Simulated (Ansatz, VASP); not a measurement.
## CsSnI3: VASP beside Ansatz

File INCAR:

```
SYSTEM = CsSnI3
PREC = Accurate ; ENCUT = 520
EDIFF = 1E-6 ; ISMEAR = -1
SIGMA = 0.05 ; LREAL = .False.
LASPH = .True. ; NELM = 60
ALGO = Normal ; ISIF = 2
LWAVE = .False. ; LCHARG = .False.
GGA = PS ; NBANDS = 30
```

The input KPOINTS:

```
regular mesh
0
Gamma
  5 5 5
  0 0 0
```

POSCAR

```
CsSnI3
1.0
    6.3274112921      0.0000000000      0.0000000000
    0.0000000000      6.3274112921      0.0000000000
    0.0000000000      0.0000000000      6.3274112921
Cs I Sn
1 3 1
Direct
    0.0000000000      0.0000000000      0.0000000000
    0.5000000000      0.5000000000      0.0000000000
    0.5000000000      0.0000000000      0.5000000000
    0.0000000000      0.5000000000      0.5000000000
    0.5000000000      0.5000000000      0.5000000000
```

input.yaml

```yaml
crystal:
  lattice:
    - [6.3274112921, 0.0, 0.0]
    - [0.0, 6.3274112921, 0.0]
    - [0.0, 0.0, 6.3274112921]
  atoms:
    - { symbol: Cs, position: [0.0, 0.0, 0.0] }
    - { symbol: I, position: [0.5, 0.5, 0.0] }
    - { symbol: I, position: [0.5, 0.0, 0.5] }
    - { symbol: I, position: [0.0, 0.5, 0.5] }
    - { symbol: Sn, position: [0.5, 0.5, 0.5] }
kpoints:
  mp_grid: { grid: [5, 5, 5] }
scf:
  occupations: { method: fermi_dirac, width: 0.05 }
hamiltonian:
  xc: pbesol
  pseudopotentials: { kind: all_electron, lapw: { basis_error: 0.002 } }
output:
  forces: true
  stress: true
  eigenvalues: true
```

Change from the starting cell: volume scaled by 1.06.

Alike in both runs: task single point; functional PBEsol; k mesh 5 × 5 × 5; occupations fermi-dirac, width 0.05 eV; no spin polarisation.

|  | VASP | Ansatz |
| --- | --- | --- |
| version | VASP 6.6.1 | Ansatz 0.2.0 |
| potentials or method | VASP PAW PBE potentials, release 64 (Cs_sv, I, Sn_d), cutoff 520 eV | all-electron LAPW, scalar-relativistic |

Ansatz gave:

```
gap on the k mesh at the Fermi level (eV) : 1.78
least direct gap on the mesh (eV)         : 1.78
pressure (GPa)                            : -1.4
```

Question: Which values does VASP return?

Answer: gap on the k mesh at the Fermi level (eV): 1.78; least direct gap on the mesh (eV): 1.78; pressure (GPa): -1.5.

VASP's potentials were made for PBE, not for PBEsol. Ansatz ran all-electron here, and VASP with PAW potentials.

Spin-orbit coupling is off throughout.
